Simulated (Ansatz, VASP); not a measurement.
## WS2 in VASP and in Ansatz

```xyz
9
Lattice="3.1815 0.0000 0.0000 -1.5907 2.7552 0.0000 0.0000 0.0000 28.6962" Properties=species:S:1:pos:R:3 pbc="T T T"
W     1.5907    0.9184   18.9313
W     0.0000    1.8368   25.4674
W     0.0000    1.8368   12.3962
S     1.5907    0.9184   27.0263
S     1.5907    0.9184   13.9558
S     0.0000    1.8368   20.4909
S     1.5907    0.9184   23.9078
S     1.5907    0.9184   10.8372
S     0.0000    1.8368   17.3718
```

Alike in both runs: functional r2SCAN; k mesh 12 × 12 × 1; occupations gaussian, width 0.02 eV; no spin polarisation.

Ansatz relaxed the structure, and its values are those at the end. VASP's run is a single point on that final structure, the one shown.

```csv
,VASP,Ansatz
version,VASP 6.6.1,Ansatz 0.2.0
potentials or method,"VASP PAW PBE potentials, release 64 (W_sv, S), cutoff 520 eV","scalar-relativistic, plane waves, PAW"
valence electrons in the cell,78,78
```

VASP gave:

* gap on the k mesh at the Fermi level (eV): 1.50
* least direct gap on the mesh (eV): 1.89
* rms of the force components (eV/Å): 0.010

**Question.** Which values does Ansatz return?

**Answer.** gap on the k mesh at the Fermi level (eV): 1.48; least direct gap on the mesh (eV): 1.89; rms of the force components (eV/Å): 0.000.

VASP's potentials were made for PBE, not for r2SCAN.

Neither program's run includes spin-orbit coupling.
